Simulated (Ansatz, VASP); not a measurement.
# BiSe4: VASP beside Ansatz

```xyz
5
Lattice="-2.7305 2.7305 4.5864 2.7305 -2.7305 4.5864 2.7305 2.7305 -4.5864" Properties=species:S:1:pos:R:3 pbc="T T T"
Bi    0.0000    0.0000    0.0000
Se    0.0000    0.0000    6.3239
Se    0.0000    2.7305    2.2932
Se    2.7305    0.0000    2.2932
Se    0.0000    0.0000    2.8490
```

Change from the starting cell: species swapped into the SrGa4 type (I4/mmm, No. 139).

Alike in both runs: functional PBE; k mesh 6 × 6 × 6; occupations gaussian, width 0.1 eV; no spin polarisation.

Ansatz relaxed the structure, and its values are those at the end. VASP's run is a single point on that final structure, the one shown.

|  | VASP | Ansatz |
| --- | --- | --- |
| version | VASP 6.6.1 | Ansatz 0.2.0 |
| potentials or method | VASP PAW PBE potentials, release 64 (Bi_d, Se), cutoff 520 eV | scalar-relativistic, plane waves, PAW |
| valence electrons in the cell | 39 | 79 |

VASP gave:

* gap on the k mesh at the Fermi level (eV): none
* pressure (GPa): 0.0
* rms of the force components (eV/Å): 0.003

Question: Estimate Ansatz's values.

Answer: gap on the k mesh at the Fermi level (eV): none; pressure (GPa): 0.0; rms of the force components (eV/Å): 0.005.

A gap of «none» marks a metal or a gap that the smearing closes. VASP's potentials hold 39 valence electrons a cell and Ansatz's 79, so a difference there can come from the potentials and not from the codes.

Neither program's run includes spin-orbit coupling.
